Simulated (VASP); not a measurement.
# NaCl in VASP: settings compared

Aim: see how the results for NaCl move with the level of theory and the settings. Levels: PBEsol, PBE. Tasks: single point.

Program: VASP 6.6.1. These are calculated values, not measurements. Logs are shortened: lines on timing, memory, paths and dates and some standing lists are left out, and cuts for length are marked.

## (1) The cell of the first run

The structure is cubic, space group Pm-3m (No. 221). The conventional cell has a = 2.860 Å, b = 2.860 Å, c = 2.860 Å, α = 90.00°, β = 90.00°, γ = 90.00°. Within 3.3 Å of Na (site symmetry m-3m) lie 8 Cl at 2.48 Å and 6 Na at 2.86 Å. Cl (site symmetry m-3m) has 8 Na at 2.48 Å and 6 Cl at 2.86 Å within 3.3 Å.

## (2) Single point, PBEsol

The input, INCAR:

```
SYSTEM = NaCl
PREC     = Accurate       ! precision mode
ENCUT    = 520            ! plane-wave cutoff, eV
EDIFF    = 1E-6           ! SCF threshold, eV
ISMEAR   = -1             ! smearing method
SIGMA    = 0.02           ! smearing width, eV
LREAL    = .FALSE.        ! projectors in reciprocal space
LASPH    = .TRUE.         ! aspherical terms in the spheres
NELM     = 100            ! most SCF steps
ALGO     = Normal         ! electronic algorithm
ISIF     = 2              ! what is computed and relaxed
LWAVE    = .FALSE.        ! write WAVECAR
LCHARG   = .FALSE.        ! write CHGCAR
GGA      = PS             ! functional
NBANDS   = 14             ! bands
```

The input, KPOINTS:

```
Automatic mesh
0
G
  8 8 8
  0 0 0
```

The input, POSCAR:

```
NaCl
1.0
    2.8600000000      0.0000000000      0.0000000000
    0.0000000000      2.8600000000      0.0000000000
    0.0000000000      0.0000000000      2.8600000000
Na Cl
1 1
Direct
    0.0000000000      0.0000000000      0.0000000000
    0.5000000000      0.5000000000      0.5000000000
```

Potentials or basis: VASP PAW PBE potentials, release 64 (Na_pv, Cl).

Command:

```console
cat potpaw_PBE.64/Na_pv/POTCAR potpaw_PBE.64/Cl/POTCAR > POTCAR
mpirun -np 1 vasp_std > vasp.out
```

OUTCAR:

```text
SYSTEM = NaCl
   PREC = Accurate
   ENCUT = 520
   EDIFF = 1E-6
   ISMEAR = -1
   LREAL = .FALSE.
   LASPH = .TRUE.
   NELM = 100
   ISIF = 2
   GGA = PS

 ion  position               nearest neighbor table
   1  0.000  0.000  0.000-   2 2.48   2 2.48   2 2.48   2 2.48   2 2.48   2 2.48   2 2.48   2 2.48

   2  0.500  0.500  0.500-   1 2.48   1 2.48   1 2.48   1 2.48   1 2.48   1 2.48   1 2.48   1 2.48

  LATTYP: Found a simple cubic cell.
 ALAT       =     2.8600000000

  Lattice vectors:

 A1 = (   2.8600000000,   0.0000000000,   0.0000000000)
 A2 = (   0.0000000000,   2.8600000000,   0.0000000000)
 A3 = (   0.0000000000,   0.0000000000,   2.8600000000)

Analysis of symmetry for initial positions (statically):
=====================================================================
 Subroutine PRICEL returns:
 Original cell was already a primitive cell.

 Routine SETGRP: Setting up the symmetry group for a
 simple cubic supercell.

 Subroutine GETGRP returns: Found 48 space group operations
 (whereof 48 operations were pure point group operations)
 out of a pool of 48 trial point group operations.

The static configuration has the point symmetry O_h .

Analysis of symmetry for dynamics (positions and initial velocities):
=====================================================================
 Subroutine PRICEL returns:
 Original cell was already a primitive cell.

 Routine SETGRP: Setting up the symmetry group for a
 simple cubic supercell.

 Subroutine GETGRP returns: Found 48 space group operations
 (whereof 48 operations were pure point group operations)
 out of a pool of 48 trial point group operations.

The dynamic configuration has the point symmetry O_h .

 Subroutine INISYM returns: Found 48 space group operations
 (whereof 48 operations are pure point group operations),
 and found     1 'primitive' translations

----------------------------------------------------------------------------------------

                                     Primitive cell

  volume of cell :      23.3937

  direct lattice vectors                    reciprocal lattice vectors
     2.860000000  0.000000000  0.000000000     0.349650350  0.000000000  0.000000000
     0.000000000  2.860000000  0.000000000     0.000000000  0.349650350  0.000000000
     0.000000000  0.000000000  2.860000000     0.000000000  0.000000000  0.349650350

  length of vectors
     2.860000000  2.860000000  2.860000000     0.349650350  0.349650350  0.349650350

  position of ions in fractional coordinates (direct lattice)
     0.000000000  0.000000000  0.000000000
     0.500000000  0.500000000  0.500000000

  ion indices of the primitive-cell ions
   primitive index   ion index
                 1           1
                 2           2

----------------------------------------------------------------------------------------

 KPOINTS: Automatic mesh

Automatic generation of k-mesh.
 Grid dimensions read from file:
 generate k-points for:    8    8    8

 Generating k-lattice:

  Cartesian coordinates                     Fractional coordinates (reciprocal lattice)
     0.043706294  0.000000000  0.000000000     0.125000000  0.000000000  0.000000000
     0.000000000  0.043706294  0.000000000     0.000000000  0.125000000  0.000000000
     0.000000000  0.000000000  0.043706294     0.000000000  0.000000000  0.125000000

  Length of vectors
     0.043706294  0.043706294  0.043706294

  Shift w.r.t. Gamma in fractional coordinates (k-lattice)
     0.000000000  0.000000000  0.000000000

 Subroutine IBZKPT returns following result:
 ===========================================

 Found     35 irreducible k-points:

 Following reciprocal coordinates:
            Coordinates               Weight
  0.000000  0.000000  0.000000      1.000000
  0.125000  0.000000  0.000000      6.000000
  0.250000  0.000000  0.000000      6.000000
  0.375000  0.000000  0.000000      6.000000
  0.500000  0.000000  0.000000      3.000000
  0.125000  0.125000  0.000000     12.000000
[... 16 lines left out ...]
  0.375000  0.375000  0.125000     24.000000
  0.500000  0.375000  0.125000     24.000000
 [... further k-points ...]
   k-points           NKPTS =     35   k-points in BZ     NKDIM =     35   number of bands    NBANDS=     14
   number of dos      NEDOS =    301   number of ions     NIONS =      2
   total plane-waves  NPLWV =  13824
   dimension x,y,z NGX =    24 NGY =   24 NGZ =   24
   dimension x,y,z NGXF=    48 NGYF=   48 NGZF=   48
   ions per type =               1   1
   NGX,Y,Z   is equivalent  to a cutoff of  13.95, 13.95, 13.95 a.u.
   NGXF,Y,Z  is equivalent  to a cutoff of  27.90, 27.90, 27.90 a.u.
 SYSTEM =  NaCl
   PREC   = accura    normal or accurate (medium, high low for compatibility)
   ISTART =      0    job   : 0-new  1-cont  2-samecut
   ICHARG =      2    charge: 1-file 2-atom 10-const
   ISPIN  =      1    spin polarized calculation?
   LNONCOLLINEAR =      F non collinear calculations
   LSORBIT =      F    spin-orbit coupling
   LASPH  =      T    aspherical Exc in radial PAW
   ENCUT  =  520.0 eV  38.22 Ry    6.18 a.u.   5.32  5.32  5.32*2*pi/ulx,y,z
   NELM   =    100;   NELMIN=  2; NELMDL= -5     # of ELM steps
   EDIFF  = 0.1E-05   stopping-criterion for ELM
   LREAL  =      F    real-space projection
   EDIFFG = 0.1E-04   stopping-criterion for IOM
   NSW    =      0    number of steps for IOM
   IBRION =     -1    ionic relax: 0-MD 1-quasi-New 2-CG
   NFREE  =      0    steps in history (QN), initial steepest desc. (CG)
   ISIF   =      2    stress and relaxation
   ISYM   =      2    0-nonsym 1-usesym 2-fastsym
   POTIM  = 0.5000    time-step for ionic-motion
   TEBEG  =    0.0;   TEEND  =   0.0 temperature during run
   PSTRESS=    0.0 pullay stress
   NELECT =      14.0000    total number of electrons
   NUPDOWN=      -1.0000    fix difference up-down
   EMIN   =  10.00;   EMAX   =-10.00  energy-range for DOS
   EFERMI =   0.00;   METHOD = LEGACY
   ISMEAR =    -1;   SIGMA  =   0.02  broadening in eV -4-tet -1-fermi 0-gaus
   EFERMI_NEDOS =   21; number of points for ismear=-14 and -15
   IALGO  =     38    algorithm
   IMIX   =      4    mixing-type and parameters
     AMIX     =   0.40;   BMIX     =  1.00
     AMIX_MAG =   1.60;   BMIX_MAG =  1.00
  volume/ion in A,a.u.               =      11.70        78.93
  Fermi-wavevector in a.u.,A,eV,Ry     =   1.379595  2.607056 25.895713  1.903281
  Thomas-Fermi vector in A             =   2.504550
   LORBIT       =      0    0 simple, 1 ext, 2 COOP (PROOUT), +10 PAW based schemes
   GGA     = PS    functional components
   LHFCALC =     F    Hartree Fock is set to
   AEXX    =    0.0000 exact exchange contribution
   IVDW    =     0    specifies the selected vdW correction
   LEPSILON=     F    determine dielectric tensor
   LRPA    =     F    only Hartree local field effects (RPA)
 non-spin polarized calculation
  energy-cutoff  :      520.00
  volume of cell :       23.39
 maximum number of plane-waves:       647
 NGX is ok and might be reduce to    24
   NGX = 11   NGY = 11   NGZ = 11

 number of electron      13.9999997 magnetization

 Free energy of the ion-electron system (eV)
  ---------------------------------------------------
  ext. energy  EPLUGINS =         0.00000000
  ---------------------------------------------------
  free energy    TOTEN  =        -4.77997075 eV

  energy without entropy =       -4.77997075  energy(sigma->0) =       -4.77997075

 E-fermi :   7.1758     XC(G=0): -11.5614

 val. band max:        6.7631533891   @ k =   0.5000   0.5000   0.0000
 cond. band min:      10.9650196719   @ k =   0.5000   0.5000   0.0000
 fundamental gap:      4.2018662828
 Fermi energy:         7.1758465290

 k-point     1 :       0.0000    0.0000    0.0000
  band No.  band energies     occupation
      1     -15.8193      2.00000
      2     -15.8193      2.00000
      3     -15.8193      2.00000
      4     -10.2454      2.00000
      5       5.4837      2.00000
      6       5.4837      2.00000
      7       5.4837      2.00000
      8      13.2579      0.00000
      9      13.2579      0.00000
     10      13.9583      0.00000
     11      24.6000      0.00000
     12      24.6000      0.00000
     13      24.6000      0.00000
     14      29.0608      0.00000

 k-point     2 :       0.1250    0.0000    0.0000
  band No.  band energies     occupation
      1     -15.8917      2.00000
      2     -15.8138      2.00000
      3     -15.8138      2.00000
      4     -10.0345      2.00000
      5       4.2915      2.00000
      6       5.5485      2.00000
      7       5.5485      2.00000
      8      13.5063      0.00000
      9      13.8749      0.00000
     10      15.1607      0.00000
     11      23.3094      0.00000
     12      23.3094      0.00000
     13      24.7779      0.00000
     14      27.6455      0.00000

 k-point     3 :       0.2500    0.0000    0.0000
  band No.  band energies     occupation
      1     -16.0568      2.00000
      2     -15.8005      2.00000
      3     -15.8005      2.00000
      4      -9.4868      2.00000
      5       2.1734      2.00000
      6       5.7124      2.00000
      7       5.7124      2.00000
      8      14.2235      0.00000
      9      14.5887      0.00000
     10      18.1414      0.00000
     11      21.3396      0.00000
     12      21.3396      0.00000
     13      24.2883      0.00000
     14      25.2594      0.00000

 k-point     4 :       0.3750    0.0000    0.0000
  band No.  band energies     occupation
      1     -16.2103      2.00000
      2     -15.7871      2.00000
      3     -15.7871      2.00000
      4      -8.8541      2.00000
      5       0.4426      2.00000
      6       5.8883      2.00000
      7       5.8883      2.00000
      8      15.2589      0.00000
      9      15.4137      0.00000
     10      19.9291      0.00000
     11      19.9291      0.00000
     12      20.1602      0.00000
     13      21.6248      0.00000
     14      25.8467      0.00000

 k-point     5 :       0.5000    0.0000    0.0000
  band No.  band energies     occupation
      1     -16.2710      2.00000
      2     -15.7816      2.00000
      3     -15.7816      2.00000
      4      -8.5522      2.00000
      5      -0.2403      2.00000
      6       5.9650      2.00000
      7       5.9650      2.00000
      8      15.8380      0.00000
      9      15.9252      0.00000
     10      19.4252      0.00000
     11      19.4252      0.00000
[... 276 lines left out ...]
 k-point    22 :       0.5000    0.2500    0.1250
  band No.  band energies     occupation
      1     -16.1593      2.00000
      2     -15.9287      2.00000
      3     -15.8080      2.00000
      4      -8.1031      2.00000
      5       0.6134      2.00000
      6       3.3938      2.00000
      7       5.4182      2.00000
      8      13.8427      0.00000
      9      16.9422      0.00000
     10      17.7399      0.00000
     11      19.5341      0.00000
     12      21.3645      0.00000
     13      24.0111      0.00000
     14      27.7543      0.00000

 k-point    23 :       0.3750    0.3750    0.1250
  band No.  band energies     occupation
      1     -16.0733      2.00000
      2     -16.0357      2.00000
      3     -15.8011      2.00000
      4      -7.9664      2.00000
      5       1.6531      2.00000
      6       1.8105      2.00000
      7       5.5786      2.00000
      8      12.6038      0.00000
      9      17.4082      0.00000
     10      17.8167      0.00000
     11      18.7499      0.00000
     12      23.4289      0.00000
     13      24.0827      0.00000
     14      27.8374      0.00000

 k-point    24 :       0.5000    0.3750    0.1250
  band No.  band energies     occupation
      1     -16.0992      2.00000
      2     -16.0320      2.00000
      3     -15.7955      2.00000
      4      -7.8004      2.00000
      5       1.1635      2.00000
      6       1.9673      2.00000
      7       5.7108      2.00000
      8      11.9209      0.00000
      9      17.2854      0.00000
     10      17.7886      0.00000
     11      18.7570      0.00000
     12      23.8921      0.00000
     13      24.3438      0.00000
     14      28.3706      0.00000

 [... further k-points ...]
[... 5 lines left out ...]
  --------------------------------------------------------------------------------------
  -------------------------------------------------------------------------------------
  Total        8.7743738      8.7743738      8.7743738     -0.0000000     -0.0000000      0.0000000
  in kB      600.9365434    600.9365434    600.9365434     -0.0000000     -0.0000000      0.0000000
  external PRESSURE =     600.9365434 kB  Pullay stress =       0.0000000 kB

 VOLUME and BASIS-vectors are now :
 -----------------------------------------------------------------------------
  energy-cutoff  :      520.00
  volume of cell :       23.39
      direct lattice vectors                 reciprocal lattice vectors
     2.860000000  0.000000000  0.000000000     0.349650350  0.000000000  0.000000000
     0.000000000  2.860000000  0.000000000     0.000000000  0.349650350  0.000000000
     0.000000000  0.000000000  2.860000000     0.000000000  0.000000000  0.349650350

 POSITION                                       TOTAL-FORCE (eV/Angst)
 -----------------------------------------------------------------------------------
      0.00000      0.00000      0.00000         0.000000      0.000000      0.000000
      1.43000      1.43000      1.43000         0.000000      0.000000      0.000000
 -----------------------------------------------------------------------------------
    total drift:                                0.000000     -0.000000     -0.000000

  FREE ENERGIE OF THE ION-ELECTRON SYSTEM (eV)
  ---------------------------------------------------
  free  energy   TOTEN  =        -4.7799707493 eV

  energy  without entropy=       -4.7799707493  energy(sigma->0) =       -4.77997075
```

Run time: 6.4 s. Hardware: 1 thread of Intel Xeon Platinum 8259CL at 2.50GHz (Skylake/Cascade Lake), shared host; peak memory 0.13 GiB.

What came out:

```yaml
Free_energy: -4.7800 eV
Pressure: 60.1 GPa
Band_gap_on_the_k_mesh: 4.20 eV, direct
```

Levels at points of the mesh, in eV from the valence-band top:
```tsv
k point	band 5	band 6	band 7	band 8	band 9	band 10
(0.00, 0.00, 0.00)	-1.28	-1.28	-1.28	6.49	6.49	7.20
(0.50, 0.00, 0.00)	-7.00	-0.80	-0.80	9.07	9.16	12.66
(0.50, 0.50, 0.00)	-5.42	-5.42	0.00	4.20	10.61	12.72
(0.50, 0.50, 0.50)	-4.84	-4.84	-4.84	6.14	6.14	6.14
```

Caveat: the PAW data sets were made with another functional, which shifts forces and pressure a little. Expect the measured gap to be larger: semilocal functionals such as PBEsol lack the derivative discontinuity.

(Continued in part 2 of 3.)
